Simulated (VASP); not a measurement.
# Ru (Fm-3m) in VASP: further runs

The runs below take Ru through single point, with r2SCAN.

All numbers are computed with VASP 6.6.1; they aren't measurements. Logs are shortened: lines on timing, memory, paths and dates and some standing lists are left out, and cuts for length are marked.

## Step 1: The cell of the first run

Symmetry: Fm-3m, No. 225, cubic system. The conventional cell has a = 3.707 Å, b = 3.707 Å, c = 3.707 Å, α = 90.00°, β = 90.00°, γ = 90.00°. Within 3.5 Å of Ru (site symmetry m-3m) lie 12 Ru at 2.62 Å.

This isn't the form of Ru at room conditions, which is hcp.

## Step 2: Single point, r2SCAN

The input, POSCAR:

```
Ru
1.0
    0.0000000000      1.8534248469      1.8534248469
    1.8534248469      0.0000000000      1.8534248469
    1.8534248469      1.8534248469      0.0000000000
Ru
1
Direct
    0.0000000000      0.0000000000      0.0000000000
```

The input, INCAR.step1:

```
SYSTEM = Ru
PREC = Accurate
ENCUT = 520
ISMEAR = -1
SIGMA = 0.1
LREAL = .False.
LASPH = .True.
NELM = 60
NBANDS = 13
GGA = PE
ALGO = Normal
EDIFF = 1E-4
LWAVE = .True.
LCHARG = .False.
```

The input, INCAR.step2:

```
SYSTEM = Ru
PREC = Accurate
ENCUT = 520
EDIFF = 1E-6
ISMEAR = -1
SIGMA = 0.1
LREAL = .False.
LASPH = .True.
NELM = 60
ALGO = Normal
ISIF = 2
LWAVE = .False.
LCHARG = .False.
METAGGA = R2SCAN
LMIXTAU = .True.
NBANDS = 13
ISTART = 1
```

The input, KPOINTS:

```
regular mesh
0
Gamma
  15 15 15
  0 0 0
```

Potentials or basis: VASP PAW PBE potentials, release 64 (Ru_pv).

Launch:

```sh
cat potpaw_PBE.64/Ru_pv/POTCAR > POTCAR
cp INCAR.step1 INCAR
mpirun -np 1 vasp_std > vasp.out
cp INCAR.step2 INCAR
mpirun -np 1 vasp_std > vasp.out
```

OUTCAR:

```text
SYSTEM = Ru
   PREC = Accurate
   ENCUT = 520
   EDIFF = 1E-6
   ISMEAR = -1
   LREAL = .False.
   LASPH = .True.
   NELM = 60
   ISIF = 2
   METAGGA = R2SCAN
   ISTART = 1

 ion  position               nearest neighbor table
   1  0.000  0.000  0.000-

  LATTYP: Found a face centered cubic cell.
 ALAT       =     3.7068496938

  Lattice vectors:

 A1 = (   0.0000000000,   1.8534248469,   1.8534248469)
 A2 = (   1.8534248469,   0.0000000000,   1.8534248469)
 A3 = (   1.8534248469,   1.8534248469,   0.0000000000)

Analysis of symmetry for initial positions (statically):
=====================================================================
 Subroutine PRICEL returns:
 Original cell was already a primitive cell.

 Routine SETGRP: Setting up the symmetry group for a
 face centered cubic supercell.

 Subroutine GETGRP returns: Found 48 space group operations
 (whereof 48 operations were pure point group operations)
 out of a pool of 48 trial point group operations.

The static configuration has the point symmetry O_h .

Analysis of symmetry for dynamics (positions and initial velocities):
=====================================================================
 Subroutine PRICEL returns:
 Original cell was already a primitive cell.

 Routine SETGRP: Setting up the symmetry group for a
 face centered cubic supercell.

 Subroutine GETGRP returns: Found 48 space group operations
 (whereof 48 operations were pure point group operations)
 out of a pool of 48 trial point group operations.

The dynamic configuration has the point symmetry O_h .

 Subroutine INISYM returns: Found 48 space group operations
 (whereof 48 operations are pure point group operations),
 and found     1 'primitive' translations

----------------------------------------------------------------------------------------

                                     Primitive cell

  volume of cell :      12.7337

  direct lattice vectors                    reciprocal lattice vectors
     0.000000000  1.853424847  1.853424847    -0.269770852  0.269770852  0.269770852
     1.853424847  0.000000000  1.853424847     0.269770852 -0.269770852  0.269770852
     1.853424847  1.853424847  0.000000000     0.269770852  0.269770852 -0.269770852

  length of vectors
     2.621138555  2.621138555  2.621138555     0.467256822  0.467256822  0.467256822

  position of ions in fractional coordinates (direct lattice)
     0.000000000  0.000000000  0.000000000
[... 75 lines left out ...]
   NELM   =     60;   NELMIN=  2; NELMDL=  0     # of ELM steps
   EDIFF  = 0.1E-05   stopping-criterion for ELM
   LREAL  =      F    real-space projection
[... 7 lines left out ...]
   TEBEG  =    0.0;   TEEND  =   0.0 temperature during run
   PSTRESS=    0.0 pullay stress
   NELECT =      14.0000    total number of electrons
   NUPDOWN=      -1.0000    fix difference up-down
   EMIN   =  10.00;   EMAX   =-10.00  energy-range for DOS
   EFERMI =   0.00;   METHOD = LEGACY
   ISMEAR =    -1;   SIGMA  =   0.10  broadening in eV -4-tet -1-fermi 0-gaus
   EFERMI_NEDOS =   21; number of points for ismear=-14 and -15
   IALGO  =     38    algorithm
   IMIX   =      4    mixing-type and parameters
     AMIX     =   0.40;   BMIX     =  1.00
     AMIX_MAG =   1.60;   BMIX_MAG =  1.00
  volume/ion in A,a.u.               =      12.73        85.93
  Fermi-wavevector in a.u.,A,eV,Ry     =   1.689660  3.192993 38.843943  2.854949
  Thomas-Fermi vector in A             =   2.771746
   LORBIT       =      0    0 simple, 1 ext, 2 COOP (PROOUT), +10 PAW based schemes
   METAGGA = R2SCAN    functional components
   LHFCALC =     F    Hartree Fock is set to
   AEXX    =    0.0000 exact exchange contribution
   IVDW    =     0    specifies the selected vdW correction
   LEPSILON=     F    determine dielectric tensor
   LRPA    =     F    only Hartree local field effects (RPA)
 non-spin polarized calculation
  energy-cutoff  :      520.00
  volume of cell :       12.73
 maximum number of plane-waves:       353
   NGX =  9   NGY =  9   NGZ =  9

 number of electron      13.9999997 magnetization

 Free energy of the ion-electron system (eV)
  ---------------------------------------------------
  ext. energy  EPLUGINS =         0.00000000
  ---------------------------------------------------
  free energy    TOTEN  =       -25.25692642 eV

  energy without entropy =      -25.22898734  energy(sigma->0) =      -25.24295688

 E-fermi :  13.8247     XC(G=0): -15.8634

 val. band max:       13.8191067735   @ k =   0.1333   0.0667   0.0000
 cond. band min:      13.8397707982   @ k =   0.4000   0.3333   0.0000
 fundamental gap:      0.0206640246
 Fermi energy:        13.8247485565

 k-point     1 :       0.0000    0.0000    0.0000
  band No.  band energies     occupation
      1     -29.9297      2.00000
      2     -29.9297      2.00000
      3     -29.9297      2.00000
      4       5.2044      2.00000
      5      10.8877      2.00000
      6      10.8877      2.00000
      7      10.8877      2.00000
      8      13.6938      1.57480
      9      13.6938      1.57480
     10      22.4057      0.00000
     11      29.4858      0.00000
     12      35.9792      0.00000
     13      35.9792      0.00000
[... 354 lines left out ...]
  band No.  band energies     occupation
      1     -30.3411      2.00000
      2     -30.0591      2.00000
      3     -30.0474      2.00000
      4       6.8860      2.00000
      5       9.7137      2.00000
      6      11.7122      2.00000
      7      11.8353      2.00000
      8      12.6954      1.99998
      9      14.1689      0.06204
     10      22.4056      0.00000
     11      32.4021      0.00000
     12      33.1496      0.00000
     13      36.7270      0.00000

 [... further k-points ...]

------------------------ aborting loop because EDIFF is reached ----------------------------------------

  FORCE on cell =-STRESS in cart. coord.  units (eV):
  Direction    XX          YY          ZZ          XY          YZ          ZX
  --------------------------------------------------------------------------------------
  -------------------------------------------------------------------------------------
  Total        2.0807737      2.0807737      2.0807737      0.0000000     -0.0000000      0.0000000
  in kB      261.8065468    261.8065468    261.8065468      0.0000000     -0.0000000      0.0000000
  external PRESSURE =     261.8065468 kB  Pullay stress =       0.0000000 kB

 VOLUME and BASIS-vectors are now :
 -----------------------------------------------------------------------------
  energy-cutoff  :      520.00
  volume of cell :       12.73
      direct lattice vectors                 reciprocal lattice vectors
     0.000000000  1.853424847  1.853424847    -0.269770852  0.269770852  0.269770852
     1.853424847  0.000000000  1.853424847     0.269770852 -0.269770852  0.269770852
     1.853424847  1.853424847  0.000000000     0.269770852  0.269770852 -0.269770852

 POSITION                                       TOTAL-FORCE (eV/Angst)
 -----------------------------------------------------------------------------------
      0.00000      0.00000      0.00000         0.000000      0.000000     -0.000000
 -----------------------------------------------------------------------------------
    total drift:                                0.000000      0.000000      0.000000

  FREE ENERGIE OF THE ION-ELECTRON SYSTEM (eV)
  ---------------------------------------------------
  free  energy   TOTEN  =       -25.2569264205 eV

  energy  without entropy=      -25.2289873410  energy(sigma->0) =      -25.24295688
```

It took 1.9 min on 1 thread of Intel Xeon 8259CL, shared host; peak memory 0.14 GiB.

What came out:

```yaml
Free_energy: -25.2569 eV
Pressure: 26.2 GPa
Band_gap_on_the_k_mesh: zero (bands 7 and 8 overlap by 4.06 eV)
```

Caveat: the cell stands under pressure; an empty level that is flat over the whole mesh can mark a ghost state of the potentials, or a narrow d or f band; the PAW data sets were made with another functional, which shifts forces and pressure a little.

## Step 3: Single point, r2SCAN

POSCAR is that of step 2.

The input, INCAR.step1:

```
PREC = Accurate
ENCUT = 520
ISMEAR = -1
SIGMA = 0.1
LREAL = False
LASPH = True
NELM = 60
NBANDS = 13
GGA = PE
ALGO = Normal
EDIFF = 1E-4
LWAVE = True
LCHARG = False
```

The input, INCAR.step2:

```
PREC = Accurate
ENCUT = 520
EDIFF = 1E-6
ISMEAR = -1
SIGMA = 0.1
LREAL = False
LASPH = True
NELM = 60
ALGO = Normal
ISIF = 2
LWAVE = False
LCHARG = False
METAGGA = R2SCAN
LMIXTAU = True
NBANDS = 13
ISTART = 1
```

The input, KPOINTS:

```
regular mesh
0
Gamma
  15 15 15
```

Potentials or basis: VASP PAW PBE potentials, release 64 (Ru_pv).

Launch:

```sh
cat potpaw_PBE.64/Ru_pv/POTCAR > POTCAR
cp INCAR.step1 INCAR
mpirun -np 1 vasp_std > vasp.out
cp INCAR.step2 INCAR
mpirun -np 1 vasp_std > vasp.out
```

It took 98 s on 1 thread of Intel Xeon 8259CL, shared host; peak memory 0.14 GiB.

It converged, with:

```yaml
Free_energy: -25.2569 eV
Pressure: 26.2 GPa
Band_gap_on_the_k_mesh: zero (bands 7 and 8 overlap by 4.06 eV)
```

Levels at points of the mesh, in eV from the Fermi level:
| k point | band 4 | band 5 | band 6 | band 7 | band 8 | band 9 | band 10 | band 11 |
| --- | --- | --- | --- | --- | --- | --- | --- | --- |
| (0.00, 0.00, 0.00) | -8.62 | -2.94 | -2.94 | -2.94 | -0.13 | -0.13 | 8.58 | 15.66 |

Caveat: the cell stands under pressure; an empty level that is flat over the whole mesh can mark a ghost state of the potentials, or a narrow d or f band; the PAW data sets were made with another functional, which shifts forces and pressure a little.

## Step 4: Single point, r2SCAN

This run uses another cell than the first one, of 13.15 Å³/atom.

The input, POSCAR:

```
Ru
1.0
    0.0000000000      1.8733556745      1.8733556745
    1.8733556745      0.0000000000      1.8733556745
    1.8733556745      1.8733556745      0.0000000000
Ru
1
Direct
    0.0000000000      0.0000000000      0.0000000000
```

The input, INCAR.step1:

```
PREC = Accurate
ENCUT = 520
ISMEAR = -1
SIGMA = 0.1
LREAL = F
LASPH = T
NELM = 80
NBANDS = 13
GGA = PE
ALGO = Normal
EDIFF = 1E-4
LWAVE = T
LCHARG = F
```

The input, INCAR.step2:

```
PREC = Accurate
ENCUT = 520
EDIFF = 1E-6
ISMEAR = -1
SIGMA = 0.1
LREAL = F
LASPH = T
NELM = 80
ALGO = Normal
ISIF = 2
LWAVE = F
LCHARG = F
METAGGA = R2SCAN
LMIXTAU = T
NBANDS = 13
ISTART = 1
```

KPOINTS is that of step 3.

Potentials or basis: VASP PAW PBE potentials, release 64 (Ru_pv).

Launch:

```sh
cat potpaw_PBE.64/Ru_pv/POTCAR > POTCAR
cp INCAR.step1 INCAR
mpirun -np 1 vasp_std > vasp.out
cp INCAR.step2 INCAR
mpirun -np 1 vasp_std > vasp.out
```

OUTCAR:

```text
PREC = Accurate
   ENCUT = 520
   EDIFF = 1E-6
   ISMEAR = -1
   LREAL = F
   LASPH = T
   NELM = 80
   ISIF = 2
   METAGGA = R2SCAN
   ISTART = 1

 ion  position               nearest neighbor table
   1  0.000  0.000  0.000-

  LATTYP: Found a face centered cubic cell.
 ALAT       =     3.7467113490

  Lattice vectors:

 A1 = (   0.0000000000,   1.8733556745,   1.8733556745)
 A2 = (   1.8733556745,   0.0000000000,   1.8733556745)
 A3 = (   1.8733556745,   1.8733556745,   0.0000000000)

Analysis of symmetry for initial positions (statically):
=====================================================================
 Subroutine PRICEL returns:
 Original cell was already a primitive cell.

 Routine SETGRP: Setting up the symmetry group for a
 face centered cubic supercell.

 Subroutine GETGRP returns: Found 48 space group operations
 (whereof 48 operations were pure point group operations)
 out of a pool of 48 trial point group operations.

The static configuration has the point symmetry O_h .

Analysis of symmetry for dynamics (positions and initial velocities):
[... 165 lines left out ...]
      1     -30.5428      2.00000
      2     -30.5428      2.00000
      3     -30.5428      2.00000
      4       4.7792      2.00000
      5      10.4142      2.00000
      6      10.4142      2.00000
      7      10.4142      2.00000
      8      13.0843      1.56498
      9      13.0843      1.56498
     10      21.7715      0.00000
     11      28.9162      0.00000
     12      35.2178      0.00000
     13      35.2178      0.00000
[... 354 lines left out ...]
  band No.  band energies     occupation
      1     -30.9123      2.00000
      2     -30.6595      2.00000
      3     -30.6490      2.00000
      4       6.4158      2.00000
      5       9.2974      2.00000
      6      11.2030      2.00000
      7      11.3181      2.00000
      8      12.1391      1.99996
      9      13.5381      0.07408
     10      21.7716      0.00000
     11      31.6799      0.00000
     12      32.3676      0.00000
     13      35.8061      0.00000

 [... further k-points ...]

------------------------ aborting loop because EDIFF is reached ----------------------------------------

  FORCE on cell =-STRESS in cart. coord.  units (eV):
  Direction    XX          YY          ZZ          XY          YZ          ZX
  --------------------------------------------------------------------------------------
  -------------------------------------------------------------------------------------
  Total        1.0424908      1.0424908      1.0424908      0.0000000     -0.0000000      0.0000000
  in kB      127.0258453    127.0258453    127.0258453      0.0000000     -0.0000000      0.0000000
  external PRESSURE =     127.0258453 kB  Pullay stress =       0.0000000 kB

 VOLUME and BASIS-vectors are now :
 -----------------------------------------------------------------------------
  energy-cutoff  :      520.00
  volume of cell :       13.15
      direct lattice vectors                 reciprocal lattice vectors
     0.000000000  1.873355674  1.873355674    -0.266900732  0.266900732  0.266900732
     1.873355674  0.000000000  1.873355674     0.266900732 -0.266900732  0.266900732
     1.873355674  1.873355674  0.000000000     0.266900732  0.266900732 -0.266900732

 POSITION                                       TOTAL-FORCE (eV/Angst)
 -----------------------------------------------------------------------------------
      0.00000      0.00000      0.00000         0.000000      0.000000      0.000000
 -----------------------------------------------------------------------------------
    total drift:                                0.000000     -0.000000      0.000000

  FREE ENERGIE OF THE ION-ELECTRON SYSTEM (eV)
  ---------------------------------------------------
  free  energy   TOTEN  =       -25.3070929857 eV

  energy  without entropy=      -25.2775547994  energy(sigma->0) =      -25.29232389
```

OUTCAR.step1:

```text
PREC = Accurate
   ENCUT = 520
   ISMEAR = -1
   LREAL = F
   LASPH = T
   NELM = 80
[... 597 lines left out ...]

 POSITION                                       TOTAL-FORCE (eV/Angst)
 -----------------------------------------------------------------------------------
      0.00000      0.00000      0.00000        -0.000000      0.000000      0.000000
 -----------------------------------------------------------------------------------
    total drift:                                0.000000      0.000000      0.000000

  FREE ENERGIE OF THE ION-ELECTRON SYSTEM (eV)
  ---------------------------------------------------
  free  energy   TOTEN  =        -9.1054214054 eV

  energy  without entropy=       -9.0746736178  energy(sigma->0) =       -9.09004751
```

Run time: 1.9 min. Hardware: 1 thread of Intel Xeon 8259CL, shared host; peak memory 0.14 GiB.

Results:

| Item | Value |
| --- | --- |
| Free energy | -25.3071 eV |
| Pressure | 12.7 GPa |
| Band gap on the k mesh | zero (bands 7 and 8 overlap by 3.85 eV) |

Caveat: the cell stands under pressure; an empty level that is flat over the whole mesh can mark a ghost state of the potentials, or a narrow d or f band; the PAW data sets were made with another functional, which shifts forces and pressure a little.

[end of part 1 of 2]
